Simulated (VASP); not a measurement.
**H2C7: single point with LDA**

H2C7, a slab with vacuum:

```
C H
1.0
     4.99463    0.00000    0.00000
     0.00000    4.99463    0.00000
     0.00000    0.00000   18.80001
C H
28 8
Direct
  0.50000 0.50000 0.24747
  0.50000 0.00000 0.24747
  0.00000 0.50000 0.24747
  0.00000 0.00000 0.24747
  0.75000 0.50000 0.29443
  0.75000 0.00000 0.29443
  0.25000 0.50000 0.29443
  0.25000 0.00000 0.29443
  0.75000 0.75000 0.34140
  0.75000 0.25000 0.34140
  0.25000 0.75000 0.34140
  0.25000 0.25000 0.34140
  0.99900 0.75000 0.39153
  0.99960 0.25000 0.39176
  0.50015 0.75000 0.38409
  0.50053 0.25000 0.38443
  0.99892 0.99886 0.44117
  0.99892 0.50114 0.44117
  0.50099 0.99774 0.42780
  0.50099 0.50226 0.42780
  0.26625 0.99742 0.48261
  0.26625 0.50258 0.48261
  0.73156 0.99931 0.48362
  0.73156 0.50069 0.48362
  0.36368 0.25000 0.51290
  0.36163 0.75000 0.52067
  0.63639 0.25000 0.51904
  0.63629 0.75000 0.51985
  0.50000 0.64224 0.20686
  0.50000 0.35776 0.20686
  0.50000 0.14224 0.20686
  0.50000 0.85776 0.20686
  0.00000 0.35782 0.20680
  0.00000 0.64218 0.20680
  0.00000 0.85782 0.20680
  0.00000 0.14218 0.20680
```

- Program: VASP 6.6.1
- Task: single point
- Functional: LDA
- Potentials or basis: VASP PAW LDA potentials, release 64 (C, H)
- Cutoff: 520 eV
- k mesh: 5 × 5 × 1
- Occupations: gaussian, width 0.05 eV
- Spin: no spin polarisation
- Dipole correction: yes
- Further INCAR settings: LREAL = Auto; ALGO = Normal; EDIFF = 1e-06; NBANDS = 84

```
Largest force          : 2.328 eV/Å
Band gap on the k mesh : 1.13 eV
```

Forces in eV/Å, atoms in the order of the input:
```
C    0.004 -0.004  1.998
C    0.004  0.004  1.998
C   -0.004 -0.005  1.821
C   -0.004  0.005  1.821
C    0.649  0.000 -1.911
C    0.649  0.000 -1.911
C   -0.648  0.001 -1.886
C   -0.648 -0.001 -1.886
C    0.864  0.000 -0.658
C    0.843  0.000 -0.481
C   -0.915  0.000 -0.553
C   -0.799  0.000 -0.380
C   -0.002  0.000  0.009
C   -0.007  0.000  0.010
C    0.006  0.000  0.008
C    0.003  0.000  0.016
C    0.000  0.003  0.024
C    0.000 -0.003  0.024
C   -0.012  0.012 -0.005
C   -0.012 -0.012 -0.005
C   -0.039 -0.002  0.004
C   -0.039  0.002  0.004
C    0.061 -0.005  0.007
C    0.061  0.005  0.007
C   -0.060  0.000  2.327
C   -0.054  0.000 -0.227
C    0.046  0.000  0.056
C    0.052  0.000  0.062
H    0.000  0.033 -0.035
H   -0.001 -0.033 -0.036
H   -0.001  0.033 -0.036
H    0.000 -0.033 -0.035
H    0.000 -0.034 -0.038
H    0.001  0.034 -0.037
H    0.001 -0.034 -0.037
H    0.000  0.034 -0.038
```

Levels at points of the mesh, in eV from the valence-band top:
```csv
k point,band 57,band 58,band 59,band 60,band 61,band 62,band 63,band 64
"(0.00, 0.00, 0.00)",-1.90,-0.45,-0.36,0.00,1.20,1.21,2.36,3.04
```

Run time: 7.6 min on 1 thread of Intel(R) Xeon(R) 6975P-C (Granite Rapids) (shared host), peak memory 0.51 GiB.
